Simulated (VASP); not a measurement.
# SiO2 (P4_12_12) in VASP: notebook

SiO2 is run at these levels: r2SCAN; tasks: single point.

Everything below comes from runs of VASP 6.6.1. Logs are shortened: lines on timing, memory, paths and dates and some standing lists are left out, and cuts for length are marked.

## Step 1: The cell of the first run

Symmetry: P4_12_12, No. 92, tetragonal system. Conventional cell: a = 4.952 Å, b = 4.952 Å, c = 6.881 Å, α = 90.00°, β = 90.00°, γ = 90.00°. Si (site symmetry 2) has 4 O at 1.61 Å within 2.1 Å. O (site symmetry 1) has 2 Si at 1.61 Å within 2.1 Å.

## Step 2: Single point, r2SCAN

POSCAR

```
SiO2
1.0
    4.9516133400      0.0000000000      0.0000000000
    0.0000000000      4.9516133400      0.0000000000
    0.0000000000      0.0000000000      6.8807527300
Si O
4 8
Direct
    0.3051903816      0.3051903816      0.0000000000
    0.1948096184      0.8051903816      0.2500000000
    0.6948096184      0.6948096184      0.5000000000
    0.8051903816      0.1948096184      0.7500000000
    0.2370350236      0.1146938047      0.1838363394
    0.3853061953      0.7370350236      0.4338363394
    0.7629649764      0.8853061953      0.6838363394
    0.6146938047      0.2629649764      0.9338363394
    0.7370350236      0.3853061953      0.5661636606
    0.8853061953      0.7629649764      0.3161636606
    0.2629649764      0.6146938047      0.0661636606
    0.1146938047      0.2370350236      0.8161636606
```

INCAR.step1

```
PREC = Accurate
ENCUT = 520
ISMEAR = -1
SIGMA = 0.02
LREAL = F
LASPH = T
NELM = 100
NBANDS = 44
GGA = PE
ALGO = Normal
EDIFF = 1E-4
LWAVE = T
LCHARG = F
```

INCAR.step2

```
PREC = Accurate
ENCUT = 520
EDIFF = 1E-7
ISMEAR = -1
SIGMA = 0.02
LREAL = F
LASPH = T
NELM = 100
ALGO = Normal
ISIF = 2
LWAVE = F
LCHARG = F
METAGGA = R2SCAN
LMIXTAU = T
NBANDS = 44
ISTART = 1
```

KPOINTS

```
Automatic mesh
0
Gamma
  6 6 4
```

Potentials or basis: VASP PAW PBE potentials, release 64 (Si, O).

On the command line:

```bash
$ cat potpaw_PBE.64/Si/POTCAR potpaw_PBE.64/O/POTCAR > POTCAR
$ cp INCAR.step1 INCAR
$ mpirun -np 1 vasp_std > vasp.out
$ cp INCAR.step2 INCAR
$ mpirun -np 1 vasp_std > vasp.out
```

OUTCAR:

```text
PREC = Accurate
   ENCUT = 520
   EDIFF = 1E-7
   ISMEAR = -1
   LREAL = F
   LASPH = T
   NELM = 100
   ISIF = 2
   METAGGA = R2SCAN
   ISTART = 1

 ion  position               nearest neighbor table
   1  0.305  0.305  0.000-   8 1.61  11 1.61   5 1.61  12 1.61   2 3.06   4 3.06   2 3.06   4 3.06

   2  0.195  0.805  0.250-   5 1.61  10 1.61   6 1.61  11 1.61   1 3.06   3 3.06   1 3.06   3 3.06

   3  0.695  0.695  0.500-   6 1.61   9 1.61   7 1.61  10 1.61   2 3.06   4 3.06   4 3.06   2 3.06

   4  0.805  0.195  0.750-   7 1.61  12 1.61   9 1.61   8 1.61   1 3.06   3 3.06   3 3.06   1 3.06

   5  0.237  0.115  0.184-   2 1.61   1 1.61
   6  0.385  0.737  0.434-   3 1.61   2 1.61
   7  0.763  0.885  0.684-   4 1.61   3 1.61
   8  0.615  0.263  0.934-   1 1.61   4 1.61
   9  0.737  0.385  0.566-   3 1.61   4 1.61
  10  0.885  0.763  0.316-   2 1.61   3 1.61
  11  0.263  0.615  0.066-   1 1.61   2 1.61
  12  0.115  0.237  0.816-   4 1.61   1 1.61

  LATTYP: Found a simple tetragonal cell.
 ALAT       =     4.9516133400
 C/A-ratio  =     1.3895981486

  Lattice vectors:

 A1 = (   4.9516133400,   0.0000000000,   0.0000000000)
 A2 = (   0.0000000000,   4.9516133400,   0.0000000000)
 A3 = (   0.0000000000,   0.0000000000,   6.8807527300)

Analysis of symmetry for initial positions (statically):
=====================================================================
 Subroutine PRICEL returns:
 Original cell was already a primitive cell.

 Routine SETGRP: Setting up the symmetry group for a
 simple tetragonal supercell.

 Subroutine GETGRP returns: Found  8 space group operations
 (whereof  2 operations were pure point group operations)
 out of a pool of 16 trial point group operations.

The static configuration has the point symmetry C_2 .
 The point group associated with its full space group is D_4 .

Analysis of symmetry for dynamics (positions and initial velocities):
=====================================================================
 Subroutine PRICEL returns:
 Original cell was already a primitive cell.

 Routine SETGRP: Setting up the symmetry group for a
 simple tetragonal supercell.

 Subroutine GETGRP returns: Found  8 space group operations
 (whereof  2 operations were pure point group operations)
 out of a pool of 16 trial point group operations.

The dynamic configuration has the point symmetry C_2 .
 The point group associated with its full space group is D_4 .

 Subroutine INISYM returns: Found  8 space group operations
 (whereof  2 operations are pure point group operations),
 and found     1 'primitive' translations

----------------------------------------------------------------------------------------

                                     Primitive cell

  volume of cell :     168.7056

  direct lattice vectors                    reciprocal lattice vectors
     4.951613340  0.000000000  0.000000000     0.201954380  0.000000000  0.000000000
     0.000000000  4.951613340  0.000000000     0.000000000  0.201954380  0.000000000
     0.000000000  0.000000000  6.880752730     0.000000000  0.000000000  0.145332937

  length of vectors
     4.951613340  4.951613340  6.880752730     0.201954380  0.201954380  0.145332937

  position of ions in fractional coordinates (direct lattice)
     0.305190382  0.305190382  0.000000000
     0.194809618  0.805190382  0.250000000
     0.694809618  0.694809618  0.500000000
     0.805190382  0.194809618  0.750000000
     0.237035024  0.114693805  0.183836339
     0.385306195  0.737035024  0.433836339
     0.762964976  0.885306195  0.683836339
     0.614693805  0.262964976  0.933836339
     0.737035024  0.385306195  0.566163661
     0.885306195  0.762964976  0.316163661
     0.262964976  0.614693805  0.066163661
     0.114693805  0.237035024  0.816163661

  ion indices of the primitive-cell ions
   primitive index   ion index
                 1           1
                 2           2
                 3           3
                 4           4
                 5           5
                 6           6
                 7           7
                 8           8
                 9           9
                10          10
                11          11
                12          12

----------------------------------------------------------------------------------------

 KPOINTS: Automatic mesh

Automatic generation of k-mesh.
 Grid dimensions read from file:
 generate k-points for:    6    6    4

 Generating k-lattice:

  Cartesian coordinates                     Fractional coordinates (reciprocal lattice)
     0.033659063  0.000000000  0.000000000     0.166666667  0.000000000  0.000000000
     0.000000000  0.033659063  0.000000000     0.000000000  0.166666667  0.000000000
     0.000000000  0.000000000  0.036333234     0.000000000  0.000000000  0.250000000

  Length of vectors
     0.033659063  0.033659063  0.036333234

  Shift w.r.t. Gamma in fractional coordinates (k-lattice)
     0.000000000  0.000000000  0.000000000

 Subroutine IBZKPT returns following result:
 ===========================================

 Found     30 irreducible k-points:

 Following reciprocal coordinates:
            Coordinates               Weight
  0.000000  0.000000  0.000000      1.000000
  0.166667  0.000000  0.000000      4.000000
  0.333333  0.000000  0.000000      4.000000
  0.500000  0.000000  0.000000      2.000000
  0.166667  0.166667  0.000000      4.000000
  0.333333  0.166667  0.000000      8.000000
[... 16 lines left out ...]
  0.333333  0.000000  0.500000      4.000000
  0.500000  0.000000  0.500000      2.000000
 [... further k-points ...]
   k-points           NKPTS =     30   k-points in BZ     NKDIM =     30   number of bands    NBANDS=     44
   number of dos      NEDOS =    301   number of ions     NIONS =     12
   total plane-waves  NPLWV =  86400
   dimension x,y,z NGX =    40 NGY =   40 NGZ =   54
   dimension x,y,z NGXF=    80 NGYF=   80 NGZF=  108
   ions per type =               4   8
   NGX,Y,Z   is equivalent  to a cutoff of  13.43, 13.43, 13.05 a.u.
   NGXF,Y,Z  is equivalent  to a cutoff of  26.86, 26.86, 26.09 a.u.
 SYSTEM =  unknown system
   PREC   = accura    normal or accurate (medium, high low for compatibility)
   ISTART =      1    job   : 0-new  1-cont  2-samecut
   ICHARG =      0    charge: 1-file 2-atom 10-const
   ISPIN  =      1    spin polarized calculation?
   LNONCOLLINEAR =      F non collinear calculations
   LSORBIT =      F    spin-orbit coupling
   LASPH  =      T    aspherical Exc in radial PAW
   ENCUT  =  520.0 eV  38.22 Ry    6.18 a.u.   9.21  9.21 12.79*2*pi/ulx,y,z
   NELM   =    100;   NELMIN=  2; NELMDL=  0     # of ELM steps
   EDIFF  = 0.1E-06   stopping-criterion for ELM
   LREAL  =      F    real-space projection
   EDIFFG = 0.1E-05   stopping-criterion for IOM
   NSW    =      0    number of steps for IOM
   IBRION =     -1    ionic relax: 0-MD 1-quasi-New 2-CG
   NFREE  =      0    steps in history (QN), initial steepest desc. (CG)
   ISIF   =      2    stress and relaxation
   ISYM   =      2    0-nonsym 1-usesym 2-fastsym
   POTIM  = 0.5000    time-step for ionic-motion
   TEBEG  =    0.0;   TEEND  =   0.0 temperature during run
   PSTRESS=    0.0 pullay stress
   NELECT =      64.0000    total number of electrons
   NUPDOWN=      -1.0000    fix difference up-down
   EMIN   =  10.00;   EMAX   =-10.00  energy-range for DOS
   EFERMI =   0.00;   METHOD = LEGACY
   ISMEAR =    -1;   SIGMA  =   0.02  broadening in eV -4-tet -1-fermi 0-gaus
   EFERMI_NEDOS =   21; number of points for ismear=-14 and -15
   IALGO  =     38    algorithm
   IMIX   =      4    mixing-type and parameters
     AMIX     =   0.40;   BMIX     =  1.00
     AMIX_MAG =   1.60;   BMIX_MAG =  1.00
  volume/ion in A,a.u.               =      14.06        94.87
  Fermi-wavevector in a.u.,A,eV,Ry     =   1.185109  2.239532 19.109161  1.404484
  Thomas-Fermi vector in A             =   2.321310
   LORBIT       =      0    0 simple, 1 ext, 2 COOP (PROOUT), +10 PAW based schemes
   METAGGA = R2SCAN    functional components
   LHFCALC =     F    Hartree Fock is set to
   AEXX    =    0.0000 exact exchange contribution
   IVDW    =     0    specifies the selected vdW correction
   LEPSILON=     F    determine dielectric tensor
   LRPA    =     F    only Hartree local field effects (RPA)
 non-spin polarized calculation
  energy-cutoff  :      520.00
  volume of cell :      168.71
 maximum number of plane-waves:      4576
 NGX is ok and might be reduce to    40
   NGX = 19   NGY = 19   NGZ = 25

 number of electron      63.9999996 magnetization

 Free energy of the ion-electron system (eV)
  ---------------------------------------------------
  ext. energy  EPLUGINS =         0.00000000
  ---------------------------------------------------
  free energy    TOTEN  =      -119.15676028 eV

  energy without entropy =     -119.15676028  energy(sigma->0) =     -119.15676028

 E-fermi :   0.2062     XC(G=0):  -8.9905

 val. band max:       -0.1993630404   @ k =   0.0000   0.0000   0.0000
 cond. band min:       6.1853536029   @ k =   0.0000   0.0000   0.0000
 fundamental gap:      6.3847166434
 Fermi energy:         0.2061950876

 k-point     1 :       0.0000    0.0000    0.0000
  band No.  band energies     occupation
      1     -20.6556      2.00000
      2     -19.7482      2.00000
      3     -19.7482      2.00000
      4     -18.6166      2.00000
      5     -18.5571      2.00000
      6     -18.5504      2.00000
[... 36 lines left out ...]
     43      12.2254      0.00000
     44      12.5253      0.00000
[... 1040 lines left out ...]
      4     -19.2225      2.00000
      5     -18.6114      2.00000
      6     -18.6114      2.00000
[... 36 lines left out ...]
     43      12.2217      0.00000
     44      12.2217      0.00000

 [... further k-points ...]

------------------------ aborting loop because EDIFF is reached ----------------------------------------

  FORCE on cell =-STRESS in cart. coord.  units (eV):
  Direction    XX          YY          ZZ          XY          YZ          ZX
  --------------------------------------------------------------------------------------
  -------------------------------------------------------------------------------------
  Total        0.5387961      0.5387961      0.3011734      0.0000000      0.0000000      0.0000000
  in kB        5.1168844      5.1168844      2.8602093      0.0000000      0.0000000      0.0000000
  external PRESSURE =       4.3646594 kB  Pullay stress =       0.0000000 kB

 VOLUME and BASIS-vectors are now :
 -----------------------------------------------------------------------------
  energy-cutoff  :      520.00
  volume of cell :      168.71
      direct lattice vectors                 reciprocal lattice vectors
     4.951613340  0.000000000  0.000000000     0.201954380  0.000000000  0.000000000
     0.000000000  4.951613340  0.000000000     0.000000000  0.201954380  0.000000000
     0.000000000  0.000000000  6.880752730     0.000000000  0.000000000  0.145332937

 POSITION                                       TOTAL-FORCE (eV/Angst)
 -----------------------------------------------------------------------------------
      1.51118      1.51118      0.00000         0.016481      0.016481     -0.000000
      0.96462      3.98699      1.72019        -0.016481      0.016481     -0.000000
      3.44043      3.44043      3.44038        -0.016481     -0.016481     -0.000000
      3.98699      0.96462      5.16056         0.016481     -0.016481     -0.000000
      1.17371      0.56792      1.26493         0.003229      0.001852     -0.002855
      1.90789      3.64951      2.98512        -0.001852      0.003229     -0.002855
      3.77791      4.38369      4.70531        -0.003229     -0.001852     -0.002855
      3.04373      1.30210      6.42550         0.001852     -0.003229     -0.002855
      3.64951      1.90789      3.89563         0.003229     -0.001852      0.002855
      4.38369      3.77791      2.17544        -0.001852     -0.003229      0.002855
      1.30210      3.04373      0.45526        -0.003229      0.001852      0.002855
      0.56792      1.17371      5.61582         0.001852      0.003229      0.002855
 -----------------------------------------------------------------------------------
    total drift:                               -0.000000      0.000000     -0.000000

  FREE ENERGIE OF THE ION-ELECTRON SYSTEM (eV)
  ---------------------------------------------------
  free  energy   TOTEN  =      -119.1567602809 eV

  energy  without entropy=     -119.1567602809  energy(sigma->0) =     -119.15676028
```

Run time: 16 min. Hardware: 1 thread of AMD EPYC 7R13 (Zen 3), shared host; peak memory 0.37 GiB.

What came out:

- Free energy: -119.1568 eV
- Pressure: 0.4 GPa
- Largest force: 0.023 eV/Å
- Band gap on the k mesh: 6.38 eV

Forces in eV/Å, atoms in the order of the input:
```
Si   0.016  0.016  0.000
Si  -0.016  0.016  0.000
Si  -0.016 -0.016  0.000
Si   0.016 -0.016  0.000
O    0.003  0.002 -0.003
O   -0.002  0.003 -0.003
O   -0.003 -0.002 -0.003
O    0.002 -0.003 -0.003
O    0.003 -0.002  0.003
O   -0.002 -0.003  0.003
O   -0.003  0.002  0.003
O    0.002  0.003  0.003
```

Stress tensor (GPa, compression positive):
```
0.51 0.00 0.00
0.00 0.51 0.00
0.00 0.00 0.29
```

Caveat: the PAW data sets were made with another functional, which shifts forces and pressure a little. r2SCAN opens gaps a little over a GGA but as a rule still falls short of measured ones.

(Part 1 of 2 ends here.)
